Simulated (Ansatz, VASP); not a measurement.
Two plane-wave programs on ZnSe

```
Zn Se
1.0
     0.00000    3.02546    2.57164
     3.02546    0.00000    2.57164
     3.02546    3.02546    0.00000
Zn Se
1 1
Direct
  0.00000 0.00000 0.00000
  0.75000 0.75000 0.75000
```

Alike in both runs: task single point; functional PBE; k mesh 10 × 10 × 10; occupations gaussian, width 0.05 eV; no spin polarisation.

|  | VASP | Ansatz |
| --- | --- | --- |
| version | VASP 6.6.1 | Ansatz 0.2.0 |
| potentials or method | VASP PAW PBE potentials, release 64 (Zn, Se), cutoff 520 eV | scalar-relativistic, plane waves, PAW |
| valence electrons in the cell | 18 | 28 |

```csv
,VASP,Ansatz,Ansatz less VASP
gap on the k mesh at the Fermi level (eV),0.79,0.79,-0.001
least direct gap on the mesh (eV),0.79,0.79,-0.001
pressure (GPa),-0.3,-0.5,-0.18
"traceless stress, the component that is largest in VASP (GPa)",2.74,2.77,+0.028
```

The functional is the same, so the differences come from potentials, cutoffs and numerics. VASP's potentials hold 18 valence electrons a cell and Ansatz's 28, so a difference there can come from the potentials and not from the codes.
